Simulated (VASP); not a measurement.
# BaSr3 (Fm-3m) in VASP: a series of runs

The runs below take BaSr3 through single point, relaxation of cell and atoms, with LDA.

Everything below comes from runs of VASP 6.6.1. Logs are shortened: lines on timing, memory, paths and dates and some standing lists are left out, and cuts for length are marked.

## (1) The cell of the first run

Symmetry: Fm-3m, No. 225, cubic system. Conventional cell: a = 9.270 Å, b = 9.270 Å, c = 9.270 Å, α = 90.00°, β = 90.00°, γ = 90.00°. Ba (site symmetry m-3m) has 14 Sr at 4.01 to 4.63 Å within 5.3 Å. Sr (site symmetry -43m) has 4 Ba at 4.01 Å and 10 Sr at 4.01 to 4.63 Å within 5.3 Å. Within 5.3 Å of Sr (site symmetry m-3m) lie 8 Sr at 4.01 Å and 6 Ba at 4.63 Å.

## (2) Single point, LDA

INCAR reads:

```
SYSTEM = BaSr3
PREC = Accurate
ENCUT = 520
EDIFF = 1E-7
ISMEAR = -1
SIGMA = 0.1
LREAL = .False.
LASPH = .True.
NELM = 80
ALGO = Normal
ISIF = 2
LWAVE = .False.
LCHARG = .False.
GGA = CA
NBANDS = 28
```

KPOINTS reads:

```
Automatic mesh
0
Gamma
  5 5 5
  0 0 0
```

POSCAR reads:

```
BaSr3
1.0
    0.0000000000      4.6348408503      4.6348408503
    4.6348408503      0.0000000000      4.6348408503
    4.6348408503      4.6348408503      0.0000000000
Ba Sr
1 3
Direct
    0.0000000000      0.0000000000      0.0000000000
    0.2500000000      0.2500000000      0.2500000000
    0.7500000000      0.7500000000      0.7500000000
    0.5000000000      0.5000000000      0.5000000000
```

Potentials or basis: VASP PAW LDA potentials, release 64 (Ba_sv, Sr_sv).

The run is started by

```sh
$ cat potpaw_LDA.64/Ba_sv/POTCAR potpaw_LDA.64/Sr_sv/POTCAR > POTCAR
$ mpirun -np 1 vasp_std > vasp.out
```

OUTCAR:

```text
SYSTEM = BaSr3
   PREC = Accurate
   ENCUT = 520
   EDIFF = 1E-7
   ISMEAR = -1
   LREAL = .False.
   LASPH = .True.
   NELM = 80
   ISIF = 2
   GGA = CA

 ion  position               nearest neighbor table
   1  0.000  0.000  0.000-   3 4.01   3 4.01   3 4.01   2 4.01   3 4.01   2 4.01   2 4.01   2 4.01
                             4 4.63   4 4.63   4 4.63   4 4.63   4 4.63   4 4.63
   2  0.250  0.250  0.250-   1 4.01   1 4.01   1 4.01   1 4.01   4 4.01   4 4.01   4 4.01   4 4.01
                             3 4.63   3 4.63   3 4.63   3 4.63   3 4.63   3 4.63
   3  0.750  0.750  0.750-   4 4.01   4 4.01   4 4.01   1 4.01   4 4.01   1 4.01   1 4.01   1 4.01
                             2 4.63   2 4.63   2 4.63   2 4.63   2 4.63   2 4.63
   4  0.500  0.500  0.500-   2 4.01   2 4.01   2 4.01   2 4.01   3 4.01   3 4.01   3 4.01   3 4.01
                             1 4.63   1 4.63   1 4.63   1 4.63   1 4.63   1 4.63

  LATTYP: Found a face centered cubic cell.
 ALAT       =     9.2696817006

  Lattice vectors:

 A1 = (   0.0000000000,   4.6348408503,   4.6348408503)
 A2 = (   4.6348408503,   0.0000000000,   4.6348408503)
 A3 = (   4.6348408503,   4.6348408503,   0.0000000000)

Analysis of symmetry for initial positions (statically):
=====================================================================
 Subroutine PRICEL returns:
 Original cell was already a primitive cell.

 Routine SETGRP: Setting up the symmetry group for a
 face centered cubic supercell.

 Subroutine GETGRP returns: Found 48 space group operations
 (whereof 48 operations were pure point group operations)
 out of a pool of 48 trial point group operations.

The static configuration has the point symmetry O_h .

Analysis of symmetry for dynamics (positions and initial velocities):
=====================================================================
 Subroutine PRICEL returns:
 Original cell was already a primitive cell.

 Routine SETGRP: Setting up the symmetry group for a
 face centered cubic supercell.

 Subroutine GETGRP returns: Found 48 space group operations
 (whereof 48 operations were pure point group operations)
 out of a pool of 48 trial point group operations.

The dynamic configuration has the point symmetry O_h .

 Subroutine INISYM returns: Found 48 space group operations
 (whereof 48 operations are pure point group operations),
 and found     1 'primitive' translations

----------------------------------------------------------------------------------------

                                     Primitive cell
[... 80 lines left out ...]
   EDIFF  = 0.1E-06   stopping-criterion for ELM
   LREAL  =      F    real-space projection
   EDIFFG = 0.1E-05   stopping-criterion for IOM
   NSW    =      0    number of steps for IOM
   IBRION =     -1    ionic relax: 0-MD 1-quasi-New 2-CG
   NFREE  =      0    steps in history (QN), initial steepest desc. (CG)
   ISIF   =      2    stress and relaxation
   ISYM   =      2    0-nonsym 1-usesym 2-fastsym
   POTIM  = 0.5000    time-step for ionic-motion
   TEBEG  =    0.0;   TEEND  =   0.0 temperature during run
   PSTRESS=    0.0 pullay stress
   NELECT =      40.0000    total number of electrons
   NUPDOWN=      -1.0000    fix difference up-down
   EMIN   =  10.00;   EMAX   =-10.00  energy-range for DOS
   EFERMI =   0.00;   METHOD = LEGACY
   ISMEAR =    -1;   SIGMA  =   0.10  broadening in eV -4-tet -1-fermi 0-gaus
   EFERMI_NEDOS =   21; number of points for ismear=-14 and -15
   IALGO  =     38    algorithm
   IMIX   =      4    mixing-type and parameters
     AMIX     =   0.40;   BMIX     =  1.00
     AMIX_MAG =   1.60;   BMIX_MAG =  1.00
  volume/ion in A,a.u.               =      49.78       335.95
  Fermi-wavevector in a.u.,A,eV,Ry     =   0.958775  1.811822 12.507147  0.919249
  Thomas-Fermi vector in A             =   2.087912
   LORBIT       =      0    0 simple, 1 ext, 2 COOP (PROOUT), +10 PAW based schemes
   GGA     = CA    functional components
   LHFCALC =     F    Hartree Fock is set to
   AEXX    =    0.0000 exact exchange contribution
   IVDW    =     0    specifies the selected vdW correction
   LEPSILON=     F    determine dielectric tensor
   LRPA    =     F    only Hartree local field effects (RPA)
 non-spin polarized calculation
  energy-cutoff  :      520.00
  volume of cell :      199.13
 maximum number of plane-waves:      5378
 NGX is ok and might be reduce to    50
   NGX = 25   NGY = 25   NGZ = 25

 number of electron      40.0000001 magnetization

 Free energy of the ion-electron system (eV)
  ---------------------------------------------------
  ext. energy  EPLUGINS =         0.00000000
  ---------------------------------------------------
  free energy    TOTEN  =        -8.01851836 eV

  energy without entropy =       -7.85295217  energy(sigma->0) =       -7.93573527

 E-fermi :   1.8598     XC(G=0):  -8.0133

 val. band max:        1.8294914697   @ k =   0.4000   0.0000   0.0000
 cond. band min:       1.9690696868   @ k =   0.4000   0.2000   0.0000
 fundamental gap:      0.1395782170
 Fermi energy:         1.8597871203

 k-point     1 :       0.0000    0.0000    0.0000
  band No.  band energies     occupation
      1     -34.3031      2.00000
      2     -34.2903      2.00000
      3     -34.2644      2.00000
      4     -26.6227      2.00000
      5     -16.4531      2.00000
      6     -16.4531      2.00000
[... 299 lines left out ...]
     27       3.4565      0.00000
     28       3.7251      0.00000

------------------------ aborting loop because EDIFF is reached ----------------------------------------

  FORCE on cell =-STRESS in cart. coord.  units (eV):
  Direction    XX          YY          ZZ          XY          YZ          ZX
  --------------------------------------------------------------------------------------
  -------------------------------------------------------------------------------------
  Total       -0.0271316     -0.0271316     -0.0271316     -0.0000000      0.0000000     -0.0000000
  in kB       -0.2182991     -0.2182991     -0.2182991     -0.0000000      0.0000000     -0.0000000
  external PRESSURE =      -0.2182991 kB  Pullay stress =       0.0000000 kB

 VOLUME and BASIS-vectors are now :
 -----------------------------------------------------------------------------
  energy-cutoff  :      520.00
  volume of cell :      199.13
      direct lattice vectors                 reciprocal lattice vectors
     0.000000000  4.634840850  4.634840850    -0.107878569  0.107878569  0.107878569
     4.634840850  0.000000000  4.634840850     0.107878569 -0.107878569  0.107878569
     4.634840850  4.634840850  0.000000000     0.107878569  0.107878569 -0.107878569

 POSITION                                       TOTAL-FORCE (eV/Angst)
 -----------------------------------------------------------------------------------
      0.00000      0.00000      0.00000         0.000000      0.000000      0.000000
      2.31742      2.31742      2.31742        -0.000000     -0.000000     -0.000000
      6.95226      6.95226      6.95226         0.000000      0.000000      0.000000
      4.63484      4.63484      4.63484         0.000000      0.000000      0.000000
 -----------------------------------------------------------------------------------
    total drift:                               -0.000000     -0.000000     -0.000000

  FREE ENERGIE OF THE ION-ELECTRON SYSTEM (eV)
  ---------------------------------------------------
  free  energy   TOTEN  =        -8.0185183637 eV

  energy  without entropy=       -7.8529521737  energy(sigma->0) =       -7.93573527
```

OSZICAR:

```text
N       E                     dE             d eps       ncg     rms          rms(c)
DAV:   1     0.259931394283E+03    0.25993E+03   -0.18307E+04   560   0.123E+03
DAV:   2     0.135670794747E+02   -0.24636E+03   -0.24314E+03   712   0.277E+02
DAV:   3    -0.694393451102E+01   -0.20511E+02   -0.20247E+02   872   0.601E+01
DAV:   4    -0.804156430501E+01   -0.10976E+01   -0.10941E+01   800   0.122E+01
DAV:   5    -0.809109956250E+01   -0.49535E-01   -0.49492E-01   800   0.212E+00    0.202E+01
DAV:   6    -0.803626111190E+01    0.54838E-01   -0.11361E-01   772   0.152E+00    0.120E+01
DAV:   7    -0.801879168422E+01    0.17469E-01   -0.12724E-01   844   0.187E+00    0.406E-01
DAV:   8    -0.801840953164E+01    0.38215E-03   -0.10709E-02   704   0.331E-01    0.186E-01
DAV:   9    -0.801850703360E+01   -0.97502E-04   -0.54352E-04   800   0.110E-01    0.917E-02
DAV:  10    -0.801851795923E+01   -0.10926E-04   -0.26907E-05   788   0.230E-02    0.175E-02
DAV:  11    -0.801851823132E+01   -0.27209E-06   -0.37571E-06   900   0.132E-02    0.616E-03
DAV:  12    -0.801851834331E+01   -0.11199E-06   -0.56510E-07   640   0.350E-03    0.160E-03
DAV:  13    -0.801851836368E+01   -0.20377E-07   -0.64473E-08   376   0.179E-03
   1 F= -.80185184E+01 E0= -.79357353E+01  d E =-.165566E+00
```

stdout:

```text
POSCAR found type information on POSCAR BaSr
 POSCAR found :  2 types and       4 ions
 scaLAPACK will be used
 LDA part: xc-table for (Slater(with rela. corr.)+CA(PZ))
 , standard interpolation
 POSCAR, INCAR and KPOINTS ok, starting setup
 FFT: planning ... GRIDC
 FFT: planning ... GRID_SOFT
 FFT: planning ... GRID
 WAVECAR not read
 entering main loop
```

It took 72 s on 1 thread of Intel Xeon 6975P-C (Granite Rapids), shared host; peak memory 0.28 GiB.

What came out:

- Free energy: -8.0185 eV
- Pressure: 0.0 GPa
- Band gap on the k mesh: zero (bands 20 and 21 overlap by 0.25 eV)

Caveat: spin-orbit coupling is left out, which moves the levels of the heavy elements.

## (3) Relaxation of cell and atoms, LDA

This run uses another cell than the first one, of 57.93 Å³/atom.

INCAR reads:

```
ALGO = Normal ; EDIFF = 1E-6
EDIFFG = -0.01 ; ENCUT = 600
GGA = CA ; IBRION = 2
ISIF = 3 ; ISMEAR = -1
LASPH = T ; LCHARG = F
LREAL = F ; LWAVE = F
NELM = 100 ; NSW = 60
PREC = Accurate ; SIGMA = 0.1
```

KPOINTS reads:

```
k-points
0
Gamma
  5 5 5
```

POSCAR reads:

```
BaSr3
1.0
    0.0000000000      4.8750300000      4.8750300000
    4.8750300000      0.0000000000      4.8750300000
    4.8750300000      4.8750300000      0.0000000000
Ba Sr
1 3
Direct
    0.0000000000      0.0000000000      0.0000000000
    0.2500000000      0.2500000000      0.2500000000
    0.7500000000      0.7500000000      0.7500000000
    0.5000000000      0.5000000000      0.5000000000
```

Potentials or basis: VASP PAW LDA potentials, release 64 (Ba_sv, Sr_sv).

The run is started by

```sh
$ cat potpaw_LDA.64/Ba_sv/POTCAR potpaw_LDA.64/Sr_sv/POTCAR > POTCAR
$ mpirun -np 1 vasp_std > vasp.out
```

It took 4.1 min on 1 thread of Intel Xeon 6975P-C (Granite Rapids), shared host; peak memory 0.36 GiB.

It converged, with:

```
Free energy                           : -8.0193 eV
Relaxed volume                        : 49.67 Å³/atom
Relaxed cell                          : a = 6.550 Å, b = 6.550 Å, c = 6.550 Å, α = 60.00°, β = 60.00°, γ = 60.00°
Space group after relaxing (to 0.1 Å) : Fm-3m (No. 225)
Energy gained by relaxing             : 44.5 meV/atom
Ionic steps                           : 4
Pressure after relaxing               : 0.0 GPa
Band gap on the k mesh                : zero (bands 20 and 21 overlap by 0.25 eV)
```

Step by step:
```csv
step,energy change (eV),largest force (eV/Å),pressure (GPa),volume (Å³)
1,0.0000,0.0000,-1.55,231.72
2,-0.1386,0.0000,-0.83,213.41
3,-0.1773,0.0000,-0.13,200.75
4,-0.1780,0.0000,0.01,198.67
```

Final structure:
```yaml
crystal:
  lattice:
    - [0.00000, 4.63126, 4.63126]
    - [4.63126, 0.00000, 4.63126]
    - [4.63126, 4.63126, 0.00000]
  atoms:
    - { symbol: Ba, position: [0.00000, 0.00000, 0.00000] }
    - { symbol: Sr, position: [0.25000, 0.25000, 0.25000] }
    - { symbol: Sr, position: [0.75000, 0.75000, 0.75000] }
    - { symbol: Sr, position: [0.50000, 0.50000, 0.50000] }
```

Levels at points of the mesh, in eV from the Fermi level:
| k point | band 18 | band 19 | band 20 | band 21 | band 22 | band 23 |
| --- | --- | --- | --- | --- | --- | --- |
| (0.00, 0.00, 0.00) | -0.42 | -0.42 | 0.22 | 0.22 | 0.22 | 0.76 |

Caveat: spin-orbit coupling is left out, which moves the levels of the heavy elements.

The gap in the log of VASP goes by the Fermi energy; the results here count the filled bands.